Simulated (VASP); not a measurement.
# Sb (P6_3/mmc) in VASP: a series of runs

The runs below take Sb through electric field gradients, with PBE.

Everything below comes from runs of VASP 6.6.1. Logs are shortened: lines on timing, memory, paths and dates and some standing lists are left out, and cuts for length are marked.

## (1) The cell of the first run

The structure is hexagonal, space group P6_3/mmc (No. 194). Conventional cell: a = 3.369 Å, b = 3.369 Å, c = 5.330 Å, α = 90.00°, β = 90.00°, γ = 120.00°. Sb (site symmetry -6m2) has 12 Sb at 3.30 to 3.37 Å within 4.3 Å.

This isn't the form of Sb at room conditions, which is rhombohedral.

## (2) Electric field gradients, PBE, non-collinear spin, zero start, spin-orbit coupling

INCAR reads:

```
PREC = Accurate ; ENCUT = 520
EDIFF = 1E-8 ; ISMEAR = -1
SIGMA = 0.05 ; LREAL = False
LASPH = True ; NELM = 150
ALGO = Normal ; ISIF = 2
LWAVE = False ; LCHARG = False
MAGMOM = 0 0 0 0 0 0 ; LORBIT = 11
LSORBIT = True ; GGA_COMPAT = False
LORBMOM = True ; GGA = PE
LEFG = True ; NBANDS = 22
```

KPOINTS reads:

```
Automatic mesh
0
Gamma
  12 12 7
```

POSCAR reads:

```
Sb
1.0
    3.3690001795      0.0000000000      0.0000000000
   -1.6845000898      2.9176397408      0.0000000000
    0.0000000000      0.0000000000      5.3300000000
Sb
2
Direct
    0.3333333333      0.6666666667      0.2500000000
    0.6666666667      0.3333333333      0.7500000000
```

Potentials or basis: VASP PAW PBE potentials, release 64 (Sb).

Launch:

```console
$ cat potpaw_PBE.64/Sb/POTCAR > POTCAR
$ mpirun -np 1 vasp_ncl > vasp.out
```

OUTCAR:

```text
PREC = Accurate
   ENCUT = 520
   EDIFF = 1E-8
   ISMEAR = -1
   LREAL = False
   LASPH = True
   NELM = 150
   ISIF = 2
   LORBIT = 11
   LSORBIT = True
   GGA = PE

 ion  position               nearest neighbor table
   1  0.333  0.667  0.250-   2 3.30   2 3.30   2 3.30   2 3.30   2 3.30   2 3.30
   2  0.667  0.333  0.750-   1 3.30   1 3.30   1 3.30   1 3.30   1 3.30   1 3.30

  LATTYP: Found a hexagonal cell.
 ALAT       =     3.3690001795
 C/A-ratio  =     1.5820717471

  Lattice vectors:

 A1 = (   3.3690001795,   0.0000000000,   0.0000000000)
 A2 = (  -1.6845000898,   2.9176397408,   0.0000000000)
 A3 = (   0.0000000000,   0.0000000000,   5.3300000000)

Analysis of symmetry for initial positions (statically):
=====================================================================
 Subroutine PRICEL returns:
 Original cell was already a primitive cell.

 Routine SETGRP: Setting up the symmetry group for a
 hexagonal supercell.

 Subroutine GETGRP returns: Found 24 space group operations
 (whereof 12 operations were pure point group operations)
 out of a pool of 24 trial point group operations.

The static configuration has the point symmetry D_3d.
 The point group associated with its full space group is D_6h.

Analysis of symmetry for dynamics (positions and initial velocities):
=====================================================================
 Subroutine PRICEL returns:
 Original cell was already a primitive cell.

 Routine SETGRP: Setting up the symmetry group for a
 hexagonal supercell.

 Subroutine GETGRP returns: Found 24 space group operations
 (whereof 12 operations were pure point group operations)
 out of a pool of 24 trial point group operations.

The dynamic configuration has the point symmetry D_3d.
 The point group associated with its full space group is D_6h.

Analysis of structural, dynamic, and magnetic symmetry:
=====================================================================
 Subroutine PRICEL returns:
 Original cell was already a primitive cell.

 Routine SETGRP: Setting up the symmetry group for a
 hexagonal supercell.

 Subroutine GETGRP returns: Found 24 space group operations
 (whereof 12 operations were pure point group operations)
 out of a pool of 24 trial point group operations.

The overall configuration has the point symmetry D_3d.
 The point group associated with its full space group is D_6h.

 Subroutine INISYM returns: Found 24 space group operations
 (whereof 12 operations are pure point group operations),
 and found     1 'primitive' translations

----------------------------------------------------------------------------------------

                                     Primitive cell

  volume of cell :      52.3914

  direct lattice vectors                    reciprocal lattice vectors
     3.369000179  0.000000000  0.000000000     0.296823968  0.171371398  0.000000000
    -1.684500090  2.917639741  0.000000000     0.000000000  0.342742795  0.000000000
     0.000000000  0.000000000  5.330000000     0.000000000  0.000000000  0.187617261

  length of vectors
     3.369000179  3.369000180  5.330000000     0.342742795  0.342742795  0.187617261

  position of ions in fractional coordinates (direct lattice)
     0.333333333  0.666666667  0.250000000
     0.666666667  0.333333333  0.750000000

  ion indices of the primitive-cell ions
   primitive index   ion index
                 1           1
                 2           2

----------------------------------------------------------------------------------------

[... 735 lines left out ...]
  Total        1.0977116      1.0977116      0.7504209     -0.0000000      0.0000000     -0.0000000
  in kB       33.5690413     33.5690413     22.9485694     -0.0000000      0.0000000     -0.0000000
  external PRESSURE =      30.0288840 kB  Pullay stress =       0.0000000 kB

 VOLUME and BASIS-vectors are now :
 -----------------------------------------------------------------------------
  energy-cutoff  :      520.00
  volume of cell :       52.39
      direct lattice vectors                 reciprocal lattice vectors
     3.369000179  0.000000000  0.000000000     0.296823968  0.171371398  0.000000000
    -1.684500090  2.917639741  0.000000000     0.000000000  0.342742795  0.000000000
     0.000000000  0.000000000  5.330000000     0.000000000  0.000000000  0.187617261

 POSITION                                       TOTAL-FORCE (eV/Angst)
 -----------------------------------------------------------------------------------
     -0.00000      1.94509      1.33250         0.000000     -0.000000      0.000000
      1.68450      0.97255      3.99750        -0.000000      0.000000     -0.000000
 -----------------------------------------------------------------------------------
    total drift:                                0.000000     -0.000000      0.000000

  FREE ENERGIE OF THE ION-ELECTRON SYSTEM (eV)
  ---------------------------------------------------
  free  energy   TOTEN  =        -7.8465834124 eV

  energy  without entropy=       -7.8371683397  energy(sigma->0) =       -7.84187588

 Electric field gradients (V/A^2)
---------------------------------------------------------------------
 ion       V_xx      V_yy      V_zz      V_xy      V_xz      V_yz
---------------------------------------------------------------------
   1     -11.726   -11.726    23.452     0.000     0.000    -0.000
   2     -11.726   -11.726    23.452     0.000    -0.000     0.000
---------------------------------------------------------------------

 Electric field gradients after diagonalization (V/A^2)
 (convention: |V_zz| > |V_xx| > |V_yy|)
----------------------------------------------------------------------
 ion       V_xx      V_yy      V_zz     asymmetry (V_yy - V_xx)/ V_zz
----------------------------------------------------------------------
   1     -11.726   -11.726    23.452       0.000
   2     -11.726   -11.726    23.452       0.000
----------------------------------------------------------------------

           NMR quadrupolar parameters

 Cq : quadrupolar parameter    Cq=e*Q*V_zz/h
 eta: asymmetry parameters     (V_yy - V_xx)/ V_zz
 Q  : nuclear electric quadrupole moment in mb (millibarn)
----------------------------------------------------------------------
 ion       Cq(MHz)       eta       Q (mb)
----------------------------------------------------------------------
   1       0.057       0.000       1.000
   2       0.057       0.000       1.000
----------------------------------------------------------------------

 orbital moment (x)

 # of ion     p       d       tot
 ----------------------------------------
  1        -0.000   0.000  -0.000
  2         0.000   0.000   0.000
 ----------------------------------------
            0.000   0.000   0.000

 orbital moment (y)

 # of ion     p       d       tot
 ----------------------------------------
  1        -0.000   0.000  -0.000
  2        -0.000   0.000   0.000
 ----------------------------------------
           -0.000   0.000  -0.000

 orbital moment (z)

 # of ion     p       d       tot
 ----------------------------------------
  1         0.000   0.000   0.000
  2         0.000   0.000   0.000
 ----------------------------------------
            0.000   0.000   0.000

 Spin-Orbit-Coupling matrix elements

 Ion:    1  E_soc:     -0.1395434
 l=   1
     0.0000000    -0.0230959    -0.0228188
    -0.0230959     0.0000000    -0.0230959
    -0.0228188    -0.0230959     0.0000000
 l=   2
     0.0000000    -0.0000507     0.0000000    -0.0000507    -0.0002165
    -0.0000507     0.0000000    -0.0001512    -0.0000395    -0.0000507
     0.0000000    -0.0001512     0.0000000    -0.0001512     0.0000000
    -0.0000507    -0.0000395    -0.0001512     0.0000000    -0.0000507
    -0.0002165    -0.0000507     0.0000000    -0.0000507     0.0000000
 l=   3
     0.0000000     0.0000000     0.0000000     0.0000000     0.0000000     0.0000000     0.0000000
     0.0000000     0.0000000     0.0000000     0.0000000     0.0000000     0.0000000     0.0000000
     0.0000000     0.0000000     0.0000000     0.0000000     0.0000000     0.0000000     0.0000000
     0.0000000     0.0000000     0.0000000     0.0000000     0.0000000     0.0000000     0.0000000
     0.0000000     0.0000000     0.0000000     0.0000000     0.0000000     0.0000000     0.0000000
     0.0000000     0.0000000     0.0000000     0.0000000     0.0000000     0.0000000     0.0000000
     0.0000000     0.0000000     0.0000000     0.0000000     0.0000000     0.0000000     0.0000000

 Ion:    2  E_soc:     -0.1395434
 l=   1
     0.0000000    -0.0230959    -0.0228188
    -0.0230959     0.0000000    -0.0230959
    -0.0228188    -0.0230959     0.0000000
 l=   2
     0.0000000    -0.0000507     0.0000000    -0.0000507    -0.0002165
    -0.0000507     0.0000000    -0.0001512    -0.0000395    -0.0000507
     0.0000000    -0.0001512     0.0000000    -0.0001512     0.0000000
    -0.0000507    -0.0000395    -0.0001512     0.0000000    -0.0000507
    -0.0002165    -0.0000507     0.0000000    -0.0000507     0.0000000
 l=   3
     0.0000000     0.0000000     0.0000000     0.0000000     0.0000000     0.0000000     0.0000000
     0.0000000     0.0000000     0.0000000     0.0000000     0.0000000     0.0000000     0.0000000
     0.0000000     0.0000000     0.0000000     0.0000000     0.0000000     0.0000000     0.0000000
     0.0000000     0.0000000     0.0000000     0.0000000     0.0000000     0.0000000     0.0000000
     0.0000000     0.0000000     0.0000000     0.0000000     0.0000000     0.0000000     0.0000000
     0.0000000     0.0000000     0.0000000     0.0000000     0.0000000     0.0000000     0.0000000
     0.0000000     0.0000000     0.0000000     0.0000000     0.0000000     0.0000000     0.0000000

 total charge

# of ion       s       p       d       tot
------------------------------------------
    1        1.254   1.052   0.042   2.347
    2        1.254   1.052   0.042   2.347
--------------------------------------------------
tot          2.507   2.104   0.084   4.695

 magnetization (x)

# of ion       s       p       d       tot
------------------------------------------
    1        0.000   0.000   0.000   0.000
    2       -0.000   0.000   0.000  -0.000
--------------------------------------------------
tot         -0.000   0.000   0.000  -0.000

 magnetization (y)

# of ion       s       p       d       tot
------------------------------------------
    1        0.000  -0.000  -0.000  -0.000
    2        0.000  -0.000   0.000  -0.000
--------------------------------------------------
tot          0.000  -0.000   0.000  -0.000

 magnetization (z)

# of ion       s       p       d       tot
------------------------------------------
    1        0.000   0.000   0.000   0.000
    2        0.000   0.000   0.000   0.000
--------------------------------------------------
tot          0.000   0.000   0.000   0.000
```

Wall time 3.5 min (1 thread of Intel Xeon Platinum 8259CL at 2.50GHz (Skylake/Cascade Lake), shared host); peak memory 0.36 GiB.

Results:

- Free energy: -7.8466 eV
- Pressure: 3.0 GPa
- Net moment: 0.00 μB per cell
- Largest electric field gradient by atom: Sb +23.5 V/Å²
- Valence electrons inside the program's atomic spheres: Sb 2.35

Stress tensor (GPa, compression positive):
```
3.36 0.00 0.00
0.00 3.36 0.00
0.00 0.00 2.29
```

Moments on the atoms (μB; x, y, z):
```
Sb  0.00 0.00 0.00
Sb  0.00 0.00 0.00
```

Electric field gradients, principal values (V/Å²):
```csv
atom,least,middle,greatest (by size)
1 Sb,-11.726,-11.726,23.452
2 Sb,-11.726,-11.726,23.452
```

Caveat: the cell stands under pressure; without QUAD_EFG the Cq values of the log hold for a quadrupole moment of 1 mb, not for the nuclei.

## (3) Electric field gradients, PBE (equal xx and yy strain of -2 %)

INCAR reads:

```
PREC     = Accurate       # precision mode
ENCUT    = 520            # plane-wave cutoff, eV
EDIFF    = 1E-8           # SCF threshold, eV
ISMEAR   = -1             # smearing method
SIGMA    = 0.05           # smearing width, eV
LREAL    = False          # projectors in reciprocal space
LASPH    = True           # aspherical terms in the spheres
NELM     = 80             # most SCF steps
ALGO     = Normal         # electronic algorithm
ISIF     = 2              # what is computed and relaxed
LWAVE    = False          # write WAVECAR
LCHARG   = False          # write CHGCAR
GGA      = PE             # functional
LEFG     = True         
NBANDS   = 12             # bands
```

KPOINTS is that of step 2.

POSCAR reads:

```
Sb
1.0
    3.3016201759      0.0000000000      0.0000000000
   -1.6508100880      2.8592869460      0.0000000000
    0.0000000000      0.0000000000      5.3300000000
Sb
2
Direct
    0.3333333333      0.6666666667      0.2500000000
    0.6666666667      0.3333333333      0.7500000000
```

Potentials or basis: VASP PAW PBE potentials, release 64 (Sb).

Launch:

```console
$ cat potpaw_PBE.64/Sb/POTCAR > POTCAR
$ mpirun -np 1 vasp_std > vasp.out
```

OUTCAR:

```text
PREC = Accurate
   ENCUT = 520
   EDIFF = 1E-8
   ISMEAR = -1
   LREAL = False
   LASPH = True
   NELM = 80
   ISIF = 2
   GGA = PE

 ion  position               nearest neighbor table
   1  0.333  0.667  0.250-   2 3.28   2 3.28   2 3.28   2 3.28   2 3.28   2 3.28
   2  0.667  0.333  0.750-   1 3.28   1 3.28   1 3.28   1 3.28   1 3.28   1 3.28

  LATTYP: Found a hexagonal cell.
 ALAT       =     3.3016201759
 C/A-ratio  =     1.6143589256

  Lattice vectors:

 A1 = (   3.3016201759,   0.0000000000,   0.0000000000)
 A2 = (  -1.6508100880,   2.8592869460,   0.0000000000)
 A3 = (   0.0000000000,   0.0000000000,   5.3300000000)

Analysis of symmetry for initial positions (statically):
=====================================================================
 Subroutine PRICEL returns:
 Original cell was already a primitive cell.

 Routine SETGRP: Setting up the symmetry group for a
[... 551 lines left out ...]
  energy-cutoff  :      520.00
  volume of cell :       50.32
      direct lattice vectors                 reciprocal lattice vectors
     3.301620176  0.000000000  0.000000000     0.302881600  0.174868773  0.000000000
    -1.650810088  2.859286946  0.000000000     0.000000000  0.349737546  0.000000000
     0.000000000  0.000000000  5.330000000     0.000000000  0.000000000  0.187617261

 POSITION                                       TOTAL-FORCE (eV/Angst)
 -----------------------------------------------------------------------------------
     -0.00000      1.90619      1.33250         0.000000     -0.000000      0.000000
      1.65081      0.95310      3.99750        -0.000000      0.000000      0.000000
 -----------------------------------------------------------------------------------
    total drift:                                0.000000     -0.000000      0.000000

  FREE ENERGIE OF THE ION-ELECTRON SYSTEM (eV)
  ---------------------------------------------------
  free  energy   TOTEN  =        -7.6470904795 eV

  energy  without entropy=       -7.6350056940  energy(sigma->0) =       -7.64104809

 Electric field gradients (V/A^2)
---------------------------------------------------------------------
 ion       V_xx      V_yy      V_zz      V_xy      V_xz      V_yz
---------------------------------------------------------------------
   1      -9.353    -9.353    18.706    -0.000     0.000    -0.000
   2      -9.353    -9.353    18.706    -0.000    -0.000     0.000
---------------------------------------------------------------------

 Electric field gradients after diagonalization (V/A^2)
 (convention: |V_zz| > |V_xx| > |V_yy|)
----------------------------------------------------------------------
 ion       V_xx      V_yy      V_zz     asymmetry (V_yy - V_xx)/ V_zz
----------------------------------------------------------------------
   1      -9.353    -9.353    18.706       0.000
   2      -9.353    -9.353    18.706       0.000
----------------------------------------------------------------------

           NMR quadrupolar parameters

 Cq : quadrupolar parameter    Cq=e*Q*V_zz/h
 eta: asymmetry parameters     (V_yy - V_xx)/ V_zz
 Q  : nuclear electric quadrupole moment in mb (millibarn)
----------------------------------------------------------------------
 ion       Cq(MHz)       eta       Q (mb)
----------------------------------------------------------------------
   1       0.045       0.000       1.000
   2       0.045       0.000       1.000
----------------------------------------------------------------------
```

Run time: 25 s. Hardware: 1 thread of AMD EPYC 9R45 (Zen 5), shared host; peak memory 0.17 GiB.

Results:

| Quantity | Value |
| --- | --- |
| Free energy | -7.6471 eV |
| Pressure | 6.0 GPa |
| Band gap on the k mesh | zero (bands 5 and 6 overlap by 7.59 eV) |
| Largest electric field gradient by atom | Sb +18.7 V/Å² |

Electric field gradients, principal values (V/Å²):
```csv
atom,least,middle,greatest (by size)
1 Sb,-9.353,-9.353,18.706
2 Sb,-9.353,-9.353,18.706
```

Caveat: the cell differs from its parent crystal (equal xx and yy strain of -2 %); the cell stands under pressure; without QUAD_EFG the Cq values of the log hold for a quadrupole moment of 1 mb, not for the nuclei; spin-orbit coupling is left out, which moves the levels of the heavy elements.

(Continued in part 2 of 2.)
